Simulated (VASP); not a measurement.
## Sb: single point with PBEsol

Sb:

```
CELL_PARAMETERS angstrom
2.16079 1.24753 3.68775
-2.16079 1.24753 3.68775
0.00000 -2.49506 3.68775
ATOMIC_POSITIONS crystal
Sb 0.26432 0.26432 0.26432
Sb 0.73568 0.73568 0.73568
```

- Program: VASP 6.6.1
- Task: single point
- Functional: PBEsol
- Potentials or basis: VASP PAW PBE potentials, release 64 (Sb)
- Cutoff: 520 eV
- k mesh: 12 × 12 × 12
- Occupations: gaussian, width 0.1 eV
- Spin: no spin polarisation

```json
{
  "Pressure": "0.2 GPa",
  "Largest force": "0.049 eV/Å",
  "Band gap on the k mesh": "zero (bands 5 and 6 overlap by 0.27 eV)"
}
```

Forces on the atoms (eV/Å):
```
Sb   0.000  0.000 -0.049
Sb   0.000  0.000  0.049
```

Levels at points of the mesh, in eV from the Fermi level:
```
           k point  band 1  band 2  band 3  band 4  band 5  band 6  band 7  band 8  band 9  band 10
(0.00, 0.00, 0.00)  -12.71   -4.66   -1.92   -1.77   -1.77    2.34    2.85    2.85    4.99     4.99
(0.50, 0.00, 0.00)  -10.29   -9.67   -1.74   -1.56   -0.25   -0.16    0.25    0.37    7.83     8.54
(0.50, 0.50, 0.00)  -10.30   -7.86   -5.52   -3.72   -3.68    1.59    5.11    5.53    7.16     8.87
(0.50, 0.50, 0.50)  -10.98   -9.08   -1.22   -1.22   -0.45    0.02    0.02    1.01    7.27     8.86
```

Wall time 76 s on 1 thread of Intel(R) Xeon(R) 6975P-C (Granite Rapids) (shared host), peak memory 0.26 GiB.

Caveat: the PAW data sets were made with another functional, which shifts forces and pressure a little; spin-orbit coupling is left out, which moves the levels of the heavy elements.
